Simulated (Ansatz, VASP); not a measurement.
**B in VASP and in Ansatz**

```
CELL_PARAMETERS angstrom
3.09238 0.00000 0.00000
-1.54619 2.67808 0.00000
0.00000 0.00000 7.72079
ATOMIC_POSITIONS crystal
B 0.50000 0.50000 0.05659
B 0.50000 0.00000 0.72325
B 0.00000 0.50000 0.38992
B 0.50000 0.50000 0.61008
B 0.50000 0.00000 0.27675
B 0.00000 0.50000 0.94341
B 0.00000 0.00000 0.50000
B 0.00000 0.00000 0.16667
B 0.00000 0.00000 0.83333
```

Alike in both runs: task relaxation of cell and atoms; functional PBE; k mesh 12 × 12 × 6; occupations gaussian, width 0.1 eV; no spin polarisation.

```csv
,VASP,Ansatz
version,VASP 6.6.1,Ansatz 0.2.0
potentials or method,"VASP PAW PBE potentials, release 64 (B), cutoff 600 eV","scalar-relativistic, plane waves, PAW"
valence electrons in the cell,27,27
```

|  | VASP | Ansatz | Ansatz less VASP |
| --- | --- | --- | --- |
| gap on the k mesh at the Fermi level, each at its own relaxed structure (eV) | none | none | - |
| relaxed volume (Å³/atom) | 6.67 | 6.67 | -0.001 |
| relaxed cell length with the largest relative difference (Å) | 6.653 | 6.647 | -0.0057 |

A gap of «none» marks a metal or a gap that the smearing closes.
